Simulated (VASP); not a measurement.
# GaP (I-4m2) in VASP: notebook

Runs on GaP. Level: r2SCAN. Tasks: single point.

All numbers are computed with VASP 6.6.1; they aren't measurements. Logs are shortened: lines on timing, memory, paths and dates and some standing lists are left out, and cuts for length are marked.

### Step 1. The cell of the first run

Symmetry: I-4m2, No. 119, tetragonal system. The conventional cell has a = 3.854 Å, b = 3.854 Å, c = 5.560 Å, α = 90.00°, β = 90.00°, γ = 90.00°. Ga (site symmetry -4m2) has 4 P at 2.38 Å within 3.1 Å. P (site symmetry -4m2) has 4 Ga at 2.38 Å within 3.1 Å.

### Step 2. Single point, r2SCAN, non-collinear spin, zero start, spin-orbit coupling (uniaxial z strain +2.0%)

The input, POSCAR:

```
GaP
1.0
    0.0000000000      2.7253992874      2.7799072732
    2.7253992874      0.0000000000      2.7799072732
    2.7253992874      2.7253992874      0.0000000000
Ga P
1 1
Direct
    0.0000000000      0.0000000000      0.0000000000
    0.2500000000      0.2500000000      0.2500000000
```

The input, INCAR.step1:

```
PREC = Accurate
ENCUT = 520
ISMEAR = 0
SIGMA = 0.01
LREAL = False
LASPH = True
NELM = 150
MAGMOM = 0 0 0 0 0 0
LSORBIT = True
GGA_COMPAT = False
NBANDS = 30
GGA = PE
ALGO = Normal
EDIFF = 1E-4
LWAVE = True
LCHARG = False
```

The input, INCAR.step2:

```
PREC = Accurate
ENCUT = 520
EDIFF = 1E-7
ISMEAR = 0
SIGMA = 0.01
LREAL = False
LASPH = True
NELM = 150
ALGO = Normal
ISIF = 2
LWAVE = False
LCHARG = False
MAGMOM = 0 0 0 0 0 0
LORBIT = 11
LSORBIT = True
GGA_COMPAT = False
LORBMOM = True
METAGGA = R2SCAN
LMIXTAU = True
NBANDS = 30
ISTART = 1
```

The input, KPOINTS:

```
Automatic mesh
0
Gamma
  8 8 8
```

Potentials or basis: VASP PAW PBE potentials, release 64 (Ga_d, P).

Started as:

```
$ cat potpaw_PBE.64/Ga_d/POTCAR potpaw_PBE.64/P/POTCAR > POTCAR
$ cp INCAR.step1 INCAR
$ mpirun -np 1 vasp_ncl > vasp.out
$ cp INCAR.step2 INCAR
$ mpirun -np 1 vasp_ncl > vasp.out
```

OUTCAR:

```text
PREC = Accurate
   ENCUT = 520
   EDIFF = 1E-7
   ISMEAR = 0
   LREAL = False
   LASPH = True
   NELM = 150
   ISIF = 2
   LORBIT = 11
   LSORBIT = True
   METAGGA = R2SCAN
   ISTART = 1

 ion  position               nearest neighbor table
   1  0.000  0.000  0.000-   2 2.38   2 2.38   2 2.38   2 2.38
   2  0.250  0.250  0.250-   1 2.38   1 2.38   1 2.38   1 2.38

  LATTYP: Found a body centered tetragonal cell.
 ALAT       =     3.8542966351
 C/A-ratio  =     1.4424978336

  Lattice vectors:

 A1 = (  -2.7253992874,   0.0000000000,   2.7799072732)
 A2 = (   2.7253992874,   0.0000000000,   2.7799072732)
 A3 = (   0.0000000000,   2.7253992874,  -2.7799072732)

Analysis of symmetry for initial positions (statically):
=====================================================================
 Subroutine PRICEL returns:
 Original cell was already a primitive cell.

 Routine SETGRP: Setting up the symmetry group for a
 body centered tetragonal supercell.

 Subroutine GETGRP returns: Found  8 space group operations
 (whereof  8 operations were pure point group operations)
 out of a pool of 16 trial point group operations.

The static configuration has the point symmetry D_2d.

Analysis of symmetry for dynamics (positions and initial velocities):
=====================================================================
 Subroutine PRICEL returns:
 Original cell was already a primitive cell.

 Routine SETGRP: Setting up the symmetry group for a
 body centered tetragonal supercell.

 Subroutine GETGRP returns: Found  8 space group operations
 (whereof  8 operations were pure point group operations)
 out of a pool of 16 trial point group operations.

The dynamic configuration has the point symmetry D_2d.

Analysis of structural, dynamic, and magnetic symmetry:
=====================================================================
 Subroutine PRICEL returns:
 Original cell was already a primitive cell.

 Routine SETGRP: Setting up the symmetry group for a
 body centered tetragonal supercell.

 Subroutine GETGRP returns: Found  8 space group operations
 (whereof  8 operations were pure point group operations)
 out of a pool of 16 trial point group operations.

The overall configuration has the point symmetry D_2d.

 Subroutine INISYM returns: Found  8 space group operations
 (whereof  8 operations are pure point group operations),
 and found     1 'primitive' translations

----------------------------------------------------------------------------------------

                                     Primitive cell

  volume of cell :      41.2972

  direct lattice vectors                    reciprocal lattice vectors
     0.000000000  2.725399287  2.779907273    -0.183459357  0.183459357  0.179862114
     2.725399287  0.000000000  2.779907273     0.183459357 -0.183459357  0.179862114
     2.725399287  2.725399287  0.000000000     0.183459357  0.183459357 -0.179862114

  length of vectors
     3.893030404  3.893030404  3.854296635     0.315697721  0.315697721  0.315697721

  position of ions in fractional coordinates (direct lattice)
     0.000000000  0.000000000  0.000000000
     0.250000000  0.250000000  0.250000000

  ion indices of the primitive-cell ions
   primitive index   ion index
                 1           1
                 2           2

----------------------------------------------------------------------------------------

 KPOINTS: Automatic mesh

Automatic generation of k-mesh.
 Grid dimensions read from file:
 generate k-points for:    8    8    8

 Generating k-lattice:

  Cartesian coordinates                     Fractional coordinates (reciprocal lattice)
    -0.022932420  0.022932420  0.022482764     0.125000000 -0.000000000  0.000000000
     0.022932420 -0.022932420  0.022482764    -0.000000000  0.125000000  0.000000000
     0.022932420  0.022932420 -0.022482764     0.000000000  0.000000000  0.125000000

  Length of vectors
[... 95 lines left out ...]
 number of electron      17.9999996 magnetization      -0.0000000      0.0000000     -0.0000000

 Free energy of the ion-electron system (eV)
  ---------------------------------------------------
  ext. energy  EPLUGINS =         0.00000000
  ---------------------------------------------------
  free energy    TOTEN  =       -21.46151778 eV

  energy without entropy =      -21.46151778  energy(sigma->0) =      -21.46151778

 E-fermi :   4.3675     XC(G=0): -10.4520

 val. band max:        4.3249484792   @ k =   0.0000   0.0000   0.0000
 cond. band min:       6.1291184024   @ k =   0.3750   0.0000   0.3750
 fundamental gap:      1.8041699232
 Fermi energy:         4.3675441003

 k-point     1 :       0.0000    0.0000    0.0000
  band No.  band energies     occupation
      1     -10.9386      1.00000
      2     -10.9386      1.00000
      3     -10.9348      1.00000
      4     -10.9348      1.00000
      5     -10.5171      1.00000
      6     -10.5171      1.00000
[... 781 lines left out ...]
     29      16.5961      0.00000
     30      16.6006      0.00000

 [... further k-points ...]

------------------------ aborting loop because EDIFF is reached ----------------------------------------

  FORCE on cell =-STRESS in cart. coord.  units (eV):
  Direction    XX          YY          ZZ          XY          YZ          ZX
  --------------------------------------------------------------------------------------
  -------------------------------------------------------------------------------------
  Total       -0.3022564     -0.3022564     -0.7338615      0.0000000      0.0000000      0.0000000
  in kB      -11.7264217    -11.7264217    -28.4710915      0.0000000      0.0000000      0.0000000
  external PRESSURE =     -17.3079783 kB  Pullay stress =       0.0000000 kB

 VOLUME and BASIS-vectors are now :
 -----------------------------------------------------------------------------
  energy-cutoff  :      520.00
  volume of cell :       41.30
      direct lattice vectors                 reciprocal lattice vectors
     0.000000000  2.725399287  2.779907273    -0.183459357  0.183459357  0.179862114
     2.725399287  0.000000000  2.779907273     0.183459357 -0.183459357  0.179862114
     2.725399287  2.725399287  0.000000000     0.183459357  0.183459357 -0.179862114

 POSITION                                       TOTAL-FORCE (eV/Angst)
 -----------------------------------------------------------------------------------
      0.00000      0.00000      0.00000        -0.000000     -0.000000     -0.000000
      1.36270      1.36270      1.38995         0.000000      0.000000      0.000000
 -----------------------------------------------------------------------------------
    total drift:                               -0.000002     -0.000002     -0.000002

  FREE ENERGIE OF THE ION-ELECTRON SYSTEM (eV)
  ---------------------------------------------------
  free  energy   TOTEN  =       -21.4615177766 eV

  energy  without entropy=      -21.4615177766  energy(sigma->0) =      -21.46151778

 orbital moment (x)

 # of ion     p       d       tot
 ----------------------------------------
  1         0.000   0.000   0.000
  2         0.000   0.000   0.000
 ----------------------------------------
            0.000   0.000   0.000

 orbital moment (y)

 # of ion     p       d       tot
 ----------------------------------------
  1         0.000  -0.000  -0.000
  2        -0.000   0.000  -0.000
 ----------------------------------------
           -0.000  -0.000  -0.000

 orbital moment (z)

 # of ion     p       d       tot
 ----------------------------------------
  1        -0.000  -0.000  -0.000
  2         0.000   0.000   0.000
 ----------------------------------------
           -0.000  -0.000  -0.000

 Spin-Orbit-Coupling matrix elements

 Ion:    1  E_soc:     -0.0111047
 l=   1
     0.0000000    -0.0010288    -0.0010276
    -0.0010288     0.0000000    -0.0010288
    -0.0010276    -0.0010288     0.0000000
 l=   2
     0.0000000    -0.0001675     0.0000000    -0.0001675    -0.0006550
    -0.0001675     0.0000000    -0.0004912    -0.0001676    -0.0001637
     0.0000000    -0.0004912     0.0000000    -0.0004912     0.0000000
    -0.0001675    -0.0001676    -0.0004912     0.0000000    -0.0001637
    -0.0006550    -0.0001637     0.0000000    -0.0001637     0.0000000
 l=   3
     0.0000000     0.0000000     0.0000000     0.0000000     0.0000000     0.0000000     0.0000000
     0.0000000     0.0000000     0.0000000     0.0000000     0.0000000     0.0000000     0.0000000
     0.0000000     0.0000000     0.0000000     0.0000000     0.0000000     0.0000000     0.0000000
     0.0000000     0.0000000     0.0000000     0.0000000     0.0000000     0.0000000     0.0000000
     0.0000000     0.0000000     0.0000000     0.0000000     0.0000000     0.0000000     0.0000000
     0.0000000     0.0000000     0.0000000     0.0000000     0.0000000     0.0000000     0.0000000
     0.0000000     0.0000000     0.0000000     0.0000000     0.0000000     0.0000000     0.0000000

 Ion:    2  E_soc:     -0.0008358
 l=   1
     0.0000000    -0.0001388    -0.0001403
    -0.0001388     0.0000000    -0.0001388
    -0.0001403    -0.0001388     0.0000000
 l=   2
     0.0000000     0.0000000     0.0000000     0.0000000     0.0000000
     0.0000000     0.0000000     0.0000000     0.0000000     0.0000000
     0.0000000     0.0000000     0.0000000     0.0000000     0.0000000
     0.0000000     0.0000000     0.0000000     0.0000000     0.0000000
     0.0000000     0.0000000     0.0000000     0.0000000     0.0000000
 l=   3
     0.0000000     0.0000000     0.0000000     0.0000000     0.0000000     0.0000000     0.0000000
     0.0000000     0.0000000     0.0000000     0.0000000     0.0000000     0.0000000     0.0000000
     0.0000000     0.0000000     0.0000000     0.0000000     0.0000000     0.0000000     0.0000000
     0.0000000     0.0000000     0.0000000     0.0000000     0.0000000     0.0000000     0.0000000
     0.0000000     0.0000000     0.0000000     0.0000000     0.0000000     0.0000000     0.0000000
     0.0000000     0.0000000     0.0000000     0.0000000     0.0000000     0.0000000     0.0000000
     0.0000000     0.0000000     0.0000000     0.0000000     0.0000000     0.0000000     0.0000000

 total charge

# of ion       s       p       d       tot
------------------------------------------
    1        0.829   0.826  10.013  11.668
    2        1.010   1.528   0.000   2.538
--------------------------------------------------
tot          1.839   2.354  10.013  14.206

 magnetization (x)

# of ion       s       p       d       tot
------------------------------------------
    1       -0.000   0.000   0.000  -0.000
    2       -0.000   0.000   0.000  -0.000
--------------------------------------------------
tot         -0.000   0.000   0.000  -0.000

 magnetization (y)

# of ion       s       p       d       tot
------------------------------------------
    1        0.000   0.000   0.000   0.000
    2        0.000   0.000   0.000   0.000
--------------------------------------------------
tot          0.000   0.000   0.000   0.000

 magnetization (z)

# of ion       s       p       d       tot
------------------------------------------
    1       -0.000  -0.000  -0.000  -0.000
    2       -0.000   0.000   0.000   0.000
--------------------------------------------------
tot         -0.000   0.000  -0.000  -0.000
```

Wall time 26 min (1 thread of Intel Xeon Platinum 8259CL at 2.50GHz (Skylake/Cascade Lake), shared host); peak memory 0.43 GiB.

Results:

| Quantity | Value |
| --- | --- |
| Free energy | -21.4615 eV |
| Pressure | -1.7 GPa |
| Net moment | 0.00 μB per cell |
| Valence electrons inside the program's atomic spheres | Ga 11.67; P 2.54 |

Stress tensor (GPa, compression positive):
```
-1.17  0.00  0.00
 0.00 -1.17  0.00
 0.00  0.00 -2.85
```

Moments on the atoms (μB; x, y, z):
```
Ga  0.00 0.00 0.00
P   0.00 0.00 0.00
```

Caveat: the cell differs from its parent crystal (uniaxial z strain +2.0%); the PAW data sets were made with another functional, which shifts forces and pressure a little.

### Step 3. Single point, r2SCAN, non-collinear spin, zero start, spin-orbit coupling (uniaxial z strain +3.0%)

The input, POSCAR:

```
GaP
1.0
    0.0000000000      2.7253992874      2.8071612660
    2.7253992874      0.0000000000      2.8071612660
    2.7253992874      2.7253992874      0.0000000000
Ga P
1 1
Direct
    0.0000000000      0.0000000000      0.0000000000
    0.2500000000      0.2500000000      0.2500000000
```

The input, INCAR.step1:

```
ALGO = Normal
EDIFF = 1E-4
ENCUT = 520
GGA = PE
GGA_COMPAT = F
ISMEAR = 0
LASPH = T
LCHARG = F
LREAL = F
LSORBIT = T
LWAVE = T
MAGMOM = 0 0 0 0 0 0
NBANDS = 30
NELM = 150
PREC = Accurate
SIGMA = 0.01
```

The input, INCAR.step2:

```
ALGO = Normal
EDIFF = 1E-6
ENCUT = 520
GGA_COMPAT = F
ISIF = 2
ISMEAR = 0
ISTART = 1
LASPH = T
LCHARG = F
LMIXTAU = T
LORBIT = 11
LORBMOM = T
LREAL = F
LSORBIT = T
LWAVE = F
MAGMOM = 0 0 0 0 0 0
METAGGA = R2SCAN
NBANDS = 30
NELM = 150
PREC = Accurate
SIGMA = 0.01
```

The input, KPOINTS:

```
k-points
0
Gamma
  8 8 8
```

Potentials or basis: VASP PAW PBE potentials, release 64 (Ga_d, P).

Started as:

```
$ cat potpaw_PBE.64/Ga_d/POTCAR potpaw_PBE.64/P/POTCAR > POTCAR
$ cp INCAR.step1 INCAR
$ mpirun -np 1 vasp_ncl > vasp.out
$ cp INCAR.step2 INCAR
$ mpirun -np 1 vasp_ncl > vasp.out
```

Wall time 22 min (1 thread of Intel Xeon Platinum 8259CL at 2.50GHz (Skylake/Cascade Lake), shared host); peak memory 0.43 GiB.

It converged, with:

```yaml
Free_energy: -21.4526 eV
Pressure: -2.6 GPa
Net_moment: 0.00 μB per cell
Valence_electrons_inside_the_program's_atomic_spheres: Ga 11.65; P 2.53
```

Stress tensor (GPa, compression positive):
```
-1.70  0.00  0.00
 0.00 -1.70  0.00
 0.00  0.00 -4.25
```

Moments on the atoms (μB; x, y, z):
```
Ga  0.00 0.00 0.00
P   0.00 0.00 0.00
```

Caveat: the cell differs from its parent crystal (uniaxial z strain +3.0%); the PAW data sets were made with another functional, which shifts forces and pressure a little.

[end of part 1 of 2]
